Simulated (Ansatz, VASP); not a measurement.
# One calculation of InSe, two programs

Contents of INCAR:

```
ALGO = Normal
DIPOL = 0.5 0.5 0.500
EDIFF = 1E-6
ENCUT = 400
GGA = PE
GGA_COMPAT = False
IDIPOL = 3
ISIF = 2
ISMEAR = 0
IVDW = 12
LASPH = True
LCHARG = False
LDIPOL = True
LREAL = False
LWAVE = False
NBANDS = 27
NELM = 120
NELMDL = -8
PREC = Accurate
SIGMA = 0.05
```

The input KPOINTS:

```
k-points
0
Gamma
  24 24 1
```

POSCAR

```
InSe
1.0
    4.0211649357      0.0000000000      0.0000000000
   -2.0105824679      3.4824309872      0.0000000000
    0.0000000000      0.0000000000     25.3989740641
Se In
2 2
Direct
    0.0000000000      0.0000000000      0.3937166901
    0.0000000000      0.0000000000      0.6062833099
    0.6666666667      0.3333333333      0.4449123252
    0.6666666667      0.3333333333      0.5550907741
```

Input for Ansatz:

```yaml
crystal:
  lattice:
    - [4.0211649357, 0.0, 0.0]
    - [-2.0105824679, 3.4824309872, 0.0]
    - [0.0, 0.0, 25.3989740641]
  atoms:
    - { symbol: Se, position: [0.0, 0.0, 0.3937166901] }
    - { symbol: In, position: [0.6666666667, 0.3333333333, 0.4449123252] }
    - { symbol: In, position: [0.6666666667, 0.3333333333, 0.5550907741] }
    - { symbol: Se, position: [0.0, 0.0, 0.6062833099] }
basis:
  ecutwfc: 420.0
  fft_grid_basis: typed
kpoints:
  mp_grid: { grid: [24, 24, 1] }
hamiltonian:
  xc: pbe
  dispersion: d3bj
scf:
  occupations: { method: gaussian, width: 0.05 }
output:
  forces: true
  eigenvalues: true
  band_densities:
    - { e_range: [-2.85, -2.05] }
    - { e_range: [-2.05, -1.45] }
    - { e_range: [-1.45, -1.1] }
    - { e_range: [-1.1, 0.0] }
    - { e_range: [0.0, 1.1] }
    - { e_range: [1.1, 1.45] }
    - { e_range: [1.45, 2.05] }
    - { e_range: [2.05, 2.65] }
  band_residual_tolerance: 1.0e-05
  write_potential: true
  elf: true
  write_density: true
  volumetric_format: npy
efield:
  axis: 3
  dipole_correction: true
  ramp_width: 0.04
checkpoint:
  read: start.run
  write: ck
  compress: false
  write_wavefunctions: false
  write_every: 100000
```

Alike in both runs: task single point; functional PBE; dispersion D3(BJ); k mesh 24 × 24 × 1; occupations gaussian, width 0.05 eV; no spin polarisation.

|  | VASP | Ansatz |
| --- | --- | --- |
| version | VASP 6.6.1 | Ansatz 0.2.0 |
| potentials or method | VASP PAW PBE potentials, release 64 (Se, In_d), cutoff 400 eV | scalar-relativistic, plane waves, PAW |
| valence electrons in the cell | 38 | 58 |

```csv
,VASP,Ansatz,Ansatz less VASP
gap on the k mesh at the Fermi level (eV),1.64,1.65,+0.011
rms of the force components (eV/Å),0.009,0.006,-0.0030
```

VASP's potentials hold 38 valence electrons a cell and Ansatz's 58, so a difference there can come from the potentials and not from the codes. Ansatz's warnings: published levels not confirmed, xc potential rough in thin density.
